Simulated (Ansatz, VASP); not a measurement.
**Al2Cu: VASP beside Ansatz**

```xyz
6
Lattice="-3.1164 3.1164 2.3897 3.1164 -3.1164 2.3897 3.1164 3.1164 -2.3897" Properties=species:S:1:pos:R:3 pbc="T T T"
Al    4.1094    0.9930    0.0000
Al    2.1233    0.9930    2.3896
Al   -0.9930    2.1233    2.3897
Al    0.9930    2.1233    0.0000
Cu    0.0000    0.0000    3.5845
Cu    0.0000    0.0000    1.1948
```

Alike in both runs: task single point; functional PBEsol; k mesh 10 × 10 × 10; occupations gaussian, width 0.15 eV; no spin polarisation.

|  | VASP | Ansatz |
| --- | --- | --- |
| version | VASP 6.6.1 | Ansatz 0.2.0 |
| potentials or method | VASP PAW PBE potentials, release 64 (Al, Cu), cutoff 520 eV | scalar-relativistic, plane waves, PAW |
| valence electrons in the cell | 34 | 50 |

|  | VASP | Ansatz | Ansatz less VASP |
| --- | --- | --- | --- |
| gap on the k mesh at the Fermi level (eV) | none | none | - |
| pressure (GPa) | -6.0 | -6.2 | -0.25 |
| traceless stress, the component that is largest in VASP (GPa) | 4.18 | 4.17 | -0.015 |
| rms of the force components (eV/Å) | 0.035 | 0.034 | -0.0018 |

VASP's potentials were made for PBE, not for PBEsol, and Ansatz warns of the same on its side. Atom by atom the forces differ by 0.002 eV/Å (rms over components). A gap of «none» marks a metal or a gap that the smearing closes. The functional is the same, so the differences come from potentials, cutoffs and numerics. VASP's potentials hold 34 valence electrons a cell and Ansatz's 50, so a difference there can come from the potentials and not from the codes.
